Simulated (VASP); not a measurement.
# Si6C in VASP: single point with PBEsol

Aim: the single point of Si6C with PBEsol.

All numbers are computed with VASP 6.6.1; they aren't measurements. Logs are shortened: lines on timing, memory, paths and dates and some standing lists are left out, and cuts for length are marked.

## Step 1: The cell of the first run

The cell holds a slab with vacuum, 7 atoms: a = 3.825 Å, b = 3.825 Å, c = 26.121 Å, α = 90.00°, β = 90.00°, γ = 120.00°.

## Step 2: Single point, PBEsol, collinear spin, ferromagnetic start

Contents of INCAR:

```
ALGO = Normal
DIPOL = 0.5 0.5 0.487
EDIFF = 1E-6
ENCUT = 520
GGA = PS
IDIPOL = 3
ISIF = 2
ISMEAR = 0
ISPIN = 2
LASPH = T
LCHARG = F
LDIPOL = T
LORBIT = 11
LREAL = F
LWAVE = F
MAGMOM = 0 0 0 0 0 0 2
NBANDS = 27
NELM = 150
PREC = Accurate
SIGMA = 0.05
```

Contents of KPOINTS:

```
k-points
0
Gamma
  9 9 1
```

Contents of POSCAR:

```
Si6C
1.0
    3.8248883485      0.0000000000      0.0000000000
   -1.9124441742      3.3124504764      0.0000000000
    0.0000000000      0.0000000000     26.1211317360
Si C
6 1
Direct
    0.6666666667      0.3333333334      0.3254070339
    0.3333333333      0.6666666667      0.3559122530
    0.3333333333      0.6666666667      0.4464642100
    0.6679524644      0.3339762322      0.4774664493
    0.4334655536      0.2167327768      0.5621185823
    0.2711048603      0.6355524302      0.6185416222
   -0.3175246268      0.3412376866      0.6260490071
```

Potentials or basis: VASP PAW PBE potentials, release 64 (Si, C).

Run with:

```
$ cat potpaw_PBE.64/Si/POTCAR potpaw_PBE.64/C/POTCAR > POTCAR
$ mpirun -np 1 vasp_std > vasp.out
```

OUTCAR:

```text
EDIFF = 1E-6
   ENCUT = 520
   GGA = PS
   ISIF = 2
   ISMEAR = 0
   ISPIN = 2
   LASPH = T
   LORBIT = 11
   LREAL = F
   NELM = 150
   PREC = Accurate

 ion  position               nearest neighbor table
   1  0.667  0.333  0.325-   2 2.35   2 2.35   2 2.35
   2  0.333  0.667  0.356-   1 2.35   1 2.35   1 2.35   3 2.37
   3  0.333  0.667  0.446-   4 2.35   4 2.35   4 2.35   2 2.37
   4  0.668  0.334  0.477-   5 2.34   3 2.35   3 2.35   3 2.35
   5  0.433  0.217  0.562-   7 1.86   4 2.34   6 2.47   6 2.47   6 3.14
   6  0.271  0.636  0.619-   7 1.96   7 2.36   7 2.36   5 2.47   5 2.47   5 3.14
   7  0.682  0.341  0.626-   5 1.86   6 1.96   6 2.36   6 2.36

  LATTYP: Found a hexagonal cell.
 ALAT       =     3.8248883485
 C/A-ratio  =     6.8292533941

  Lattice vectors:

 A1 = (   3.8248883485,   0.0000000000,   0.0000000000)
 A2 = (  -1.9124441742,   3.3124504764,   0.0000000000)
 A3 = (   0.0000000000,   0.0000000000,  26.1211317360)

Analysis of symmetry for initial positions (statically):
=====================================================================
 Subroutine PRICEL returns:
 Original cell was already a primitive cell.

 Routine SETGRP: Setting up the symmetry group for a
 hexagonal supercell.

 Subroutine GETGRP returns: Found  2 space group operations
 (whereof  2 operations were pure point group operations)
 out of a pool of 24 trial point group operations.

The static configuration has the point symmetry C_1h.

Analysis of symmetry for dynamics (positions and initial velocities):
=====================================================================
 Subroutine PRICEL returns:
 Original cell was already a primitive cell.

 Routine SETGRP: Setting up the symmetry group for a
 hexagonal supercell.

 Subroutine GETGRP returns: Found  2 space group operations
 (whereof  2 operations were pure point group operations)
 out of a pool of 24 trial point group operations.

The dynamic configuration has the point symmetry C_1h.

Analysis of structural, dynamic, and magnetic symmetry:
=====================================================================
 Subroutine PRICEL returns:
 Original cell was already a primitive cell.

 Routine SETGRP: Setting up the symmetry group for a
 hexagonal supercell.

 Subroutine GETGRP returns: Found  2 space group operations
 (whereof  2 operations were pure point group operations)
 out of a pool of 24 trial point group operations.

The overall configuration has the point symmetry C_1h.

 Subroutine INISYM returns: Found  2 space group operations
 (whereof  2 operations are pure point group operations),
 and found     1 'primitive' translations

----------------------------------------------------------------------------------------

                                     Primitive cell

  volume of cell :     330.9483

  direct lattice vectors                    reciprocal lattice vectors
     3.824888349  0.000000000  0.000000000     0.261445540  0.150945653  0.000000000
    -1.912444174  3.312450476  0.000000000     0.000000000  0.301891306  0.000000000
     0.000000000  0.000000000 26.121131736     0.000000000  0.000000000  0.038283180

  length of vectors
     3.824888349  3.824888348 26.121131736     0.301891306  0.301891306  0.038283180

  position of ions in fractional coordinates (direct lattice)
     0.666666667  0.333333333  0.325407034
     0.333333333  0.666666667  0.355912253
     0.333333333  0.666666667  0.446464210
     0.667952464  0.333976232  0.477466449
     0.433465554  0.216732777  0.562118582
     0.271104860  0.635552430  0.618541622
     0.682475373  0.341237687  0.626049007

  ion indices of the primitive-cell ions
   primitive index   ion index
                 1           1
                 2           2
                 3           3
                 4           4
                 5           5
[... 56 lines left out ...]
   number of dos      NEDOS =    301   number of ions     NIONS =      7
   total plane-waves  NPLWV = 153664
   dimension x,y,z NGX =    28 NGY =   28 NGZ =  196
   dimension x,y,z NGXF=    56 NGYF=   56 NGZF=  392
   ions per type =               6   1
   NGX,Y,Z   is equivalent  to a cutoff of  12.17, 12.17, 12.47 a.u.
   NGXF,Y,Z  is equivalent  to a cutoff of  24.34, 24.34, 24.95 a.u.
 SYSTEM =  unknown system
   PREC   = accura    normal or accurate (medium, high low for compatibility)
   ISTART =      0    job   : 0-new  1-cont  2-samecut
   ICHARG =      2    charge: 1-file 2-atom 10-const
   ISPIN  =      2    spin polarized calculation?
   LNONCOLLINEAR =      F non collinear calculations
   LSORBIT =      F    spin-orbit coupling
   LASPH  =      T    aspherical Exc in radial PAW
   ENCUT  =  520.0 eV  38.22 Ry    6.18 a.u.   7.11  7.11 48.57*2*pi/ulx,y,z
   NELM   =    150;   NELMIN=  2; NELMDL= -5     # of ELM steps
   EDIFF  = 0.1E-05   stopping-criterion for ELM
   LREAL  =      F    real-space projection
   EDIFFG = 0.1E-04   stopping-criterion for IOM
   NSW    =      0    number of steps for IOM
   IBRION =     -1    ionic relax: 0-MD 1-quasi-New 2-CG
   NFREE  =      0    steps in history (QN), initial steepest desc. (CG)
   ISIF   =      2    stress and relaxation
   ISYM   =      2    0-nonsym 1-usesym 2-fastsym
   POTIM  = 0.5000    time-step for ionic-motion
   TEBEG  =    0.0;   TEEND  =   0.0 temperature during run
   PSTRESS=    0.0 pullay stress
   NELECT =      28.0000    total number of electrons
   NUPDOWN=      -1.0000    fix difference up-down
   EMIN   =  10.00;   EMAX   =-10.00  energy-range for DOS
   EFERMI =   0.00;   METHOD = LEGACY
   ISMEAR =     0;   SIGMA  =   0.05  broadening in eV -4-tet -1-fermi 0-gaus
   EFERMI_NEDOS =   21; number of points for ismear=-14 and -15
   IALGO  =     38    algorithm
   IMIX   =      4    mixing-type and parameters
     AMIX     =   0.40;   BMIX     =  1.00
     AMIX_MAG =   1.60;   BMIX_MAG =  1.00
  volume/ion in A,a.u.               =      47.28       319.05
  Fermi-wavevector in a.u.,A,eV,Ry     =   0.718689  1.358125  7.027591  0.516513
  Thomas-Fermi vector in A             =   1.807691
   LORBIT       =     11    0 simple, 1 ext, 2 COOP (PROOUT), +10 PAW based schemes
   GGA     = PS    functional components
   LHFCALC =     F    Hartree Fock is set to
   AEXX    =    0.0000 exact exchange contribution
   IVDW    =     0    specifies the selected vdW correction
   LEPSILON=     F    determine dielectric tensor
   LRPA    =     F    only Hartree local field effects (RPA)
 spin polarized calculation
 Gauss-broadening in eV      SIGMA  =   0.05
  energy-cutoff  :      520.00
  volume of cell :      330.95
 maximum number of plane-waves:      8961
   NGX = 15   NGY = 15   NGZ = 97

 dipolmoment           0.000000      0.000000     -0.003091 electrons x Angstroem

 number of electron      27.9999999 magnetization       0.8856612

 dipolmoment           0.000000      0.000000      0.025930 electrons x Angstroem

 Free energy of the ion-electron system (eV)
  ---------------------------------------------------
  ext. energy  EPLUGINS =         0.00000000
  ---------------------------------------------------
  free energy    TOTEN  =       -38.89294165 eV

  energy without entropy =      -38.89144333  energy(sigma->0) =      -38.89219249

 E-fermi :  -0.8339     XC(G=0):  -4.2920

 val. band max:       -0.8487319682   @ k =   0.0000   0.0000   0.0000
 cond. band min:      -0.8111340872   @ k =   0.2222   0.0000   0.0000
 fundamental gap:      0.0375978810
 Fermi energy:        -0.8339057353

 spin component 1

 k-point     1 :       0.0000    0.0000    0.0000
  band No.  band energies     occupation
      1     -14.1513      1.00000
      2     -12.4026      1.00000
      3     -11.2667      1.00000
      4      -8.2429      1.00000
      5      -6.0985      1.00000
      6      -4.4846      1.00000
[... 685 lines left out ...]
     25       5.2588      0.00000
     26       5.5439      0.00000

 [... further k-points ...]

 spin component 2

 k-point     1 :       0.0000    0.0000    0.0000
  band No.  band energies     occupation
      1     -14.1375      1.00000
      2     -12.2820      1.00000
      3     -11.0999      1.00000
      4      -8.1716      1.00000
      5      -5.9012      1.00000
      6      -4.3642      1.00000
[... 685 lines left out ...]
     25       5.4061      0.00000
     26       5.6511      0.00000

 [... further k-points ...]

 [bands above 26 left out]

------------------------ aborting loop because EDIFF is reached ----------------------------------------

 vacuum level on the upper side and lower side of the slab       (xc-potential included)         0.194        -0.165

  FORCE on cell =-STRESS in cart. coord.  units (eV):
  Direction    XX          YY          ZZ          XY          YZ          ZX
  --------------------------------------------------------------------------------------
  -------------------------------------------------------------------------------------
  Total       -5.5779383     -6.9730034      0.1303871      1.2081618      0.0673414      0.1166388
  in kB      -27.0037542    -33.7575029      0.6312261      5.8489180      0.3260112      0.5646686
  external PRESSURE =     -20.0433437 kB  Pullay stress =       0.0000000 kB

 VOLUME and BASIS-vectors are now :
 -----------------------------------------------------------------------------
  energy-cutoff  :      520.00
  volume of cell :      330.95
      direct lattice vectors                 reciprocal lattice vectors
     3.824888349  0.000000000  0.000000000     0.261445540  0.150945653  0.000000000
    -1.912444174  3.312450476  0.000000000     0.000000000  0.301891306  0.000000000
     0.000000000  0.000000000 26.121131736     0.000000000  0.000000000  0.038283180

 POSITION                                       TOTAL-FORCE (eV/Angst)
 -----------------------------------------------------------------------------------
      1.91244      1.10415      8.50000        -0.012814     -0.007398      0.432640
     -0.00000      2.20830      9.29683        -0.019476     -0.011245     -0.631183
     -0.00000      2.20830     11.66215         0.027387      0.015812      0.206721
      1.91613      1.10628     12.47196         0.006146      0.003548     -0.005124
      1.24347      0.71792     14.68317        -0.021595     -0.012468     -0.021120
     -0.17851      2.10524     16.15701         0.027902      0.016109     -0.004682
      1.95779      1.13033     16.35311        -0.007550     -0.004359      0.022749
 -----------------------------------------------------------------------------------
    total drift:                               -0.000052     -0.000030     -0.000077

  FREE ENERGIE OF THE ION-ELECTRON SYSTEM (eV)
  ---------------------------------------------------
  free  energy   TOTEN  =       -38.8929416500 eV

  energy  without entropy=      -38.8914433342  energy(sigma->0) =      -38.89219249

 vacuum level on the upper side and lower side of the slab         4.391         4.032

 total charge

# of ion       s       p       d       tot
------------------------------------------
    1        0.794   0.852   0.000   1.646
    2        0.757   0.923   0.000   1.680
    3        0.768   0.909   0.000   1.677
    4        0.758   0.927   0.000   1.685
    5        0.788   0.847   0.000   1.635
    6        0.771   0.730   0.000   1.501
    7        0.899   1.356   0.000   2.255
--------------------------------------------------
tot          5.535   6.545   0.000  12.080

 magnetization (x)

# of ion       s       p       d       tot
------------------------------------------
    1        0.036   0.173   0.000   0.208
    2        0.003   0.016   0.000   0.019
    3        0.008   0.036   0.000   0.044
    4        0.003   0.013   0.000   0.016
    5        0.004   0.006   0.000   0.011
    6        0.001   0.009   0.000   0.010
    7       -0.001   0.002   0.000   0.002
--------------------------------------------------
tot          0.055   0.255   0.000   0.310
```

Wall time 13 min (1 thread of AMD EPYC 9R45 (Zen 5), shared host); peak memory 0.67 GiB.

What came out:

```
Free energy                                           : -38.8929 eV
Largest force                                         : 0.632 eV/Å
Net moment                                            : 0.89 μB per cell
Site moments                                          : Si +0.21, +0.02, +0.04, +0.01; C +0.00 μB
Valence electrons inside the program's atomic spheres : Si 1.65, 1.68, 1.69, 1.64, 1.50; C 2.25
```

Forces on the atoms (eV/Å):
```
Si  -0.013 -0.007  0.433
Si  -0.019 -0.011 -0.631
Si   0.027  0.016  0.207
Si   0.006  0.004 -0.005
Si  -0.022 -0.012 -0.021
Si   0.028  0.016 -0.005
C   -0.008 -0.004  0.023
```

Caveat: the PAW data sets were made with another functional, which shifts forces and pressure a little.
